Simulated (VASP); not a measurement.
# NaI (I4/mmm) in VASP: notebook

NaI is run at these levels: PBE, r2SCAN; tasks: single point.

Everything below comes from runs of VASP 6.6.1. Logs are shortened: lines on timing, memory, paths and dates and some standing lists are left out, and cuts for length are marked.

### 1 The cell of the first run

The structure is tetragonal, space group I4/mmm (No. 139). Conventional cell: a = 4.516 Å, b = 4.516 Å, c = 6.459 Å, α = 90.00°, β = 90.00°, γ = 90.00°. Na (site symmetry 4/mmm) has 6 I at 3.19 to 3.23 Å within 4.2 Å. I (site symmetry 4/mmm) has 6 Na at 3.19 to 3.23 Å within 4.2 Å.

### 2 Single point, PBE (biaxial xy strain -1.1%)

Input file INCAR:

```
ALGO = Normal
EDIFF = 1E-6
ENCUT = 520
GGA = PE
ISIF = 2
ISMEAR = -1
LASPH = T
LCHARG = F
LREAL = F
LWAVE = F
NBANDS = 14
NELM = 80
PREC = Accurate
SIGMA = 0.02
```

Input file KPOINTS:

```
k-points
0
Gamma
  8 8 8
```

Input file POSCAR:

```
NaI
1.0
    0.0000000000      3.1932247394      3.2297205820
    3.1932247394      0.0000000000      3.2297205820
    3.1932247394      3.1932247394      0.0000000000
Na I
1 1
Direct
    0.0000000000      0.0000000000      0.0000000000
    0.5000000000      0.5000000000      0.5000000000
```

Potentials or basis: VASP PAW PBE potentials, release 64 (Na_pv, I).

Launch:

```
$ cat potpaw_PBE.64/Na_pv/POTCAR potpaw_PBE.64/I/POTCAR > POTCAR
$ mpirun -np 1 vasp_std > vasp.out
```

OUTCAR:

```text
EDIFF = 1E-6
   ENCUT = 520
   GGA = PE
   ISIF = 2
   ISMEAR = -1
   LASPH = T
   LREAL = F
   NELM = 80
   PREC = Accurate

 ion  position               nearest neighbor table
   1  0.000  0.000  0.000-
   2  0.500  0.500  0.500-

  LATTYP: Found a body centered tetragonal cell.
 ALAT       =     4.5159017342
 C/A-ratio  =     1.4303768205

  Lattice vectors:

 A1 = (  -3.1932247394,   0.0000000000,   3.2297205820)
 A2 = (   3.1932247394,   0.0000000000,   3.2297205820)
 A3 = (   0.0000000000,   3.1932247394,  -3.2297205820)

Analysis of symmetry for initial positions (statically):
=====================================================================
 Subroutine PRICEL returns:
 Original cell was already a primitive cell.

 Routine SETGRP: Setting up the symmetry group for a
 body centered tetragonal supercell.

 Subroutine GETGRP returns: Found 16 space group operations
 (whereof 16 operations were pure point group operations)
 out of a pool of 16 trial point group operations.

The static configuration has the point symmetry D_4h.

Analysis of symmetry for dynamics (positions and initial velocities):
=====================================================================
 Subroutine PRICEL returns:
 Original cell was already a primitive cell.

 Routine SETGRP: Setting up the symmetry group for a
 body centered tetragonal supercell.

 Subroutine GETGRP returns: Found 16 space group operations
 (whereof 16 operations were pure point group operations)
 out of a pool of 16 trial point group operations.

The dynamic configuration has the point symmetry D_4h.

 Subroutine INISYM returns: Found 16 space group operations
 (whereof 16 operations are pure point group operations),
 and found     1 'primitive' translations

----------------------------------------------------------------------------------------

                                     Primitive cell

  volume of cell :      65.8649

  direct lattice vectors                    reciprocal lattice vectors
     0.000000000  3.193224739  3.229720582    -0.156581525  0.156581525  0.154812154
     3.193224739  0.000000000  3.229720582     0.156581525 -0.156581525  0.154812154
     3.193224739  3.193224739  0.000000000     0.156581525  0.156581525 -0.154812154

  length of vectors
     4.541781509  4.541781509  4.515901734     0.270189473  0.270189473  0.270189473

  position of ions in fractional coordinates (direct lattice)
     0.000000000  0.000000000  0.000000000
     0.500000000  0.500000000  0.500000000

  ion indices of the primitive-cell ions
   primitive index   ion index
                 1           1
                 2           2

----------------------------------------------------------------------------------------

 KPOINTS: k-points

Automatic generation of k-mesh.
 Grid dimensions read from file:
 generate k-points for:    8    8    8

 Generating k-lattice:

  Cartesian coordinates                     Fractional coordinates (reciprocal lattice)
    -0.019572691  0.019572691  0.019351519     0.125000000  0.000000000  0.000000000
     0.019572691 -0.019572691  0.019351519     0.000000000  0.125000000  0.000000000
     0.019572691  0.019572691 -0.019351519    -0.000000000 -0.000000000  0.125000000

  Length of vectors
     0.033773684  0.033773684  0.033773684

  Shift w.r.t. Gamma in fractional coordinates (k-lattice)
     0.000000000  0.000000000  0.000000000

 Subroutine IBZKPT returns following result:
 ===========================================

 Found     59 irreducible k-points:

 Following reciprocal coordinates:
            Coordinates               Weight
  0.000000  0.000000  0.000000      1.000000
  0.125000  0.000000  0.000000      8.000000
  0.250000  0.000000  0.000000      8.000000
  0.375000 -0.000000  0.000000      8.000000
  0.500000  0.000000  0.000000      4.000000
  0.125000  0.125000  0.000000      2.000000
[... 16 lines left out ...]
  0.250000  0.000000  0.125000     16.000000
  0.375000 -0.000000  0.125000     16.000000
 [... further k-points ...]
   k-points           NKPTS =     59   k-points in BZ     NKDIM =     59   number of bands    NBANDS=     14
   number of dos      NEDOS =    301   number of ions     NIONS =      2
   total plane-waves  NPLWV =  46656
   dimension x,y,z NGX =    36 NGY =   36 NGZ =   36
   dimension x,y,z NGXF=    72 NGYF=   72 NGZF=   72
   ions per type =               1   1
   NGX,Y,Z   is equivalent  to a cutoff of  13.18, 13.18, 13.25 a.u.
   NGXF,Y,Z  is equivalent  to a cutoff of  26.35, 26.35, 26.51 a.u.
 SYSTEM =  unknown system
   PREC   = accura    normal or accurate (medium, high low for compatibility)
   ISTART =      0    job   : 0-new  1-cont  2-samecut
   ICHARG =      2    charge: 1-file 2-atom 10-const
   ISPIN  =      1    spin polarized calculation?
   LNONCOLLINEAR =      F non collinear calculations
   LSORBIT =      F    spin-orbit coupling
   LASPH  =      T    aspherical Exc in radial PAW
   ENCUT  =  520.0 eV  38.22 Ry    6.18 a.u.   8.44  8.44  8.40*2*pi/ulx,y,z
   NELM   =     80;   NELMIN=  2; NELMDL= -5     # of ELM steps
   EDIFF  = 0.1E-05   stopping-criterion for ELM
   LREAL  =      F    real-space projection
   EDIFFG = 0.1E-04   stopping-criterion for IOM
   NSW    =      0    number of steps for IOM
   IBRION =     -1    ionic relax: 0-MD 1-quasi-New 2-CG
   NFREE  =      0    steps in history (QN), initial steepest desc. (CG)
   ISIF   =      2    stress and relaxation
   ISYM   =      2    0-nonsym 1-usesym 2-fastsym
   POTIM  = 0.5000    time-step for ionic-motion
   TEBEG  =    0.0;   TEEND  =   0.0 temperature during run
   PSTRESS=    0.0 pullay stress
   NELECT =      14.0000    total number of electrons
   NUPDOWN=      -1.0000    fix difference up-down
   EMIN   =  10.00;   EMAX   =-10.00  energy-range for DOS
   EFERMI =   0.00;   METHOD = LEGACY
   ISMEAR =    -1;   SIGMA  =   0.02  broadening in eV -4-tet -1-fermi 0-gaus
   EFERMI_NEDOS =   21; number of points for ismear=-14 and -15
   IALGO  =     38    algorithm
   IMIX   =      4    mixing-type and parameters
     AMIX     =   0.40;   BMIX     =  1.00
     AMIX_MAG =   1.60;   BMIX_MAG =  1.00
  volume/ion in A,a.u.               =      32.93       222.24
  Fermi-wavevector in a.u.,A,eV,Ry     =   0.977011  1.846283 12.987453  0.954551
  Thomas-Fermi vector in A             =   2.107675
   LORBIT       =      0    0 simple, 1 ext, 2 COOP (PROOUT), +10 PAW based schemes
   GGA     = PE    functional components
   LHFCALC =     F    Hartree Fock is set to
   AEXX    =    0.0000 exact exchange contribution
   IVDW    =     0    specifies the selected vdW correction
   LEPSILON=     F    determine dielectric tensor
   LRPA    =     F    only Hartree local field effects (RPA)
 non-spin polarized calculation
  energy-cutoff  :      520.00
  volume of cell :       65.86
 maximum number of plane-waves:      1809
 NGX is ok and might be reduce to    36
   NGX = 17   NGY = 17   NGZ = 17

 number of electron      13.9999999 magnetization

 Free energy of the ion-electron system (eV)
  ---------------------------------------------------
  ext. energy  EPLUGINS =         0.00000000
  ---------------------------------------------------
  free energy    TOTEN  =        -5.37613336 eV

  energy without entropy =       -5.37613336  energy(sigma->0) =       -5.37613336

 E-fermi :   1.4869     XC(G=0):  -7.8219

 val. band max:        1.0197471927   @ k =   0.0000   0.0000   0.0000
 cond. band min:       4.7309507597   @ k =   0.0000   0.0000   0.0000
 fundamental gap:      3.7112035670
 Fermi energy:         1.4869119285

 k-point     1 :       0.0000    0.0000    0.0000
  band No.  band energies     occupation
      1     -21.3963      2.00000
      2     -21.3954      2.00000
      3     -21.3954      2.00000
      4     -10.0830      2.00000
      5       1.0068      2.00000
      6       1.0068      2.00000
      7       1.0197      2.00000
      8       4.7310      0.00000
      9       8.8902      0.00000
     10       8.9662      0.00000
     11       8.9662      0.00000
     12      10.7414      0.00000
     13      10.8711      0.00000
     14      11.4657      0.00000

 k-point     2 :       0.1250    0.0000    0.0000
  band No.  band energies     occupation
      1     -21.3968      2.00000
      2     -21.3959      2.00000
      3     -21.3955      2.00000
      4     -10.0363      2.00000
      5       0.5280      2.00000
      6       0.9617      2.00000
      7       0.9656      2.00000
      8       5.2638      0.00000
      9       8.5781      0.00000
     10       9.0698      0.00000
     11       9.1275      0.00000
     12      10.3344      0.00000
     13      10.4318      0.00000
     14      12.0368      0.00000

 k-point     3 :       0.2500    0.0000    0.0000
  band No.  band energies     occupation
      1     -21.3988      2.00000
      2     -21.3962      2.00000
      3     -21.3956      2.00000
      4      -9.9189      2.00000
      5      -0.3412      2.00000
      6       0.8509      2.00000
      7       0.8580      2.00000
      8       6.0104      0.00000
      9       8.5757      0.00000
     10       8.9549      0.00000
     11       9.0472      0.00000
     12      10.5864      0.00000
     13      10.6085      0.00000
     14      11.5290      0.00000

 k-point     4 :       0.3750   -0.0000    0.0000
  band No.  band energies     occupation
      1     -21.4010      2.00000
      2     -21.3964      2.00000
      3     -21.3957      2.00000
      4      -9.7942      2.00000
      5      -1.0221      2.00000
      6       0.7437      2.00000
      7       0.7607      2.00000
      8       6.1456      0.00000
      9       8.5823      0.00000
     10       8.6748      0.00000
     11       9.4856      0.00000
     12      11.1842      0.00000
     13      11.8237      0.00000
     14      11.8448      0.00000

 k-point     5 :       0.5000    0.0000    0.0000
  band No.  band energies     occupation
      1     -21.4019      2.00000
      2     -21.3964      2.00000
      3     -21.3957      2.00000
      4      -9.7402      2.00000
      5      -1.2740      2.00000
      6       0.7012      2.00000
      7       0.7220      2.00000
      8       6.1112      0.00000
      9       8.4363      0.00000
     10       8.5255      0.00000
     11       9.9572      0.00000
[... 276 lines left out ...]
 k-point    22 :       0.1250    0.0000    0.1250
  band No.  band energies     occupation
      1     -21.3966      2.00000
      2     -21.3962      2.00000
      3     -21.3957      2.00000
      4     -10.0206      2.00000
      5       0.5153      2.00000
      6       0.8667      2.00000
      7       0.8865      2.00000
      8       5.4526      0.00000
      9       8.2621      0.00000
     10       9.2812      0.00000
     11       9.3236      0.00000
     12       9.6235      0.00000
     13      10.9550      0.00000
     14      12.6032      0.00000

 k-point    23 :       0.2500    0.0000    0.1250
  band No.  band energies     occupation
      1     -21.3980      2.00000
      2     -21.3966      2.00000
      3     -21.3959      2.00000
      4      -9.9275      2.00000
      5      -0.1280      2.00000
      6       0.7406      2.00000
      7       0.7705      2.00000
      8       6.1827      0.00000
      9       7.9553      0.00000
     10       8.7590      0.00000
     11       9.4819      0.00000
     12      10.0512      0.00000
     13      11.1633      0.00000
     14      12.5595      0.00000

 k-point    24 :       0.3750   -0.0000    0.1250
  band No.  band energies     occupation
      1     -21.4001      2.00000
      2     -21.3967      2.00000
      3     -21.3960      2.00000
      4      -9.8058      2.00000
      5      -0.7974      2.00000
      6       0.6085      2.00000
      7       0.6417      2.00000
      8       6.5132      0.00000
      9       8.1530      0.00000
     10       8.6317      0.00000
     11       9.1288      0.00000
     12      11.1497      0.00000
     13      12.1956      0.00000
     14      12.2555      0.00000

 [... further k-points ...]

------------------------ aborting loop because EDIFF is reached ----------------------------------------

  FORCE on cell =-STRESS in cart. coord.  units (eV):
  Direction    XX          YY          ZZ          XY          YZ          ZX
  --------------------------------------------------------------------------------------
  -------------------------------------------------------------------------------------
  Total        0.4479464      0.4479464      0.3102945      0.0000000     -0.0000000      0.0000000
  in kB       10.8963911     10.8963911      7.5479792      0.0000000     -0.0000000      0.0000000
  external PRESSURE =       9.7802538 kB  Pullay stress =       0.0000000 kB

 VOLUME and BASIS-vectors are now :
 -----------------------------------------------------------------------------
  energy-cutoff  :      520.00
  volume of cell :       65.86
      direct lattice vectors                 reciprocal lattice vectors
     0.000000000  3.193224739  3.229720582    -0.156581525  0.156581525  0.154812154
     3.193224739  0.000000000  3.229720582     0.156581525 -0.156581525  0.154812154
     3.193224739  3.193224739  0.000000000     0.156581525  0.156581525 -0.154812154

 POSITION                                       TOTAL-FORCE (eV/Angst)
 -----------------------------------------------------------------------------------
      0.00000      0.00000      0.00000        -0.000000      0.000000      0.000000
      3.19322      3.19322      3.22972         0.000000     -0.000000      0.000000
 -----------------------------------------------------------------------------------
    total drift:                                0.000000      0.000000      0.000000

  FREE ENERGIE OF THE ION-ELECTRON SYSTEM (eV)
  ---------------------------------------------------
  free  energy   TOTEN  =        -5.3761333559 eV

  energy  without entropy=       -5.3761333559  energy(sigma->0) =       -5.37613336
```

It took 48 s on 1 thread of AMD EPYC 7R43 (Zen 3), shared host; peak memory 0.19 GiB.

Results:

| Quantity | Value |
| --- | --- |
| Free energy | -5.3761 eV |
| Pressure | 1.0 GPa |
| Band gap on the k mesh | 3.71 eV |

Caveat: the cell differs from its parent crystal (biaxial xy strain -1.1%); spin-orbit coupling is left out, which moves the levels of the heavy elements.

(Part 1 of 2 ends here.)
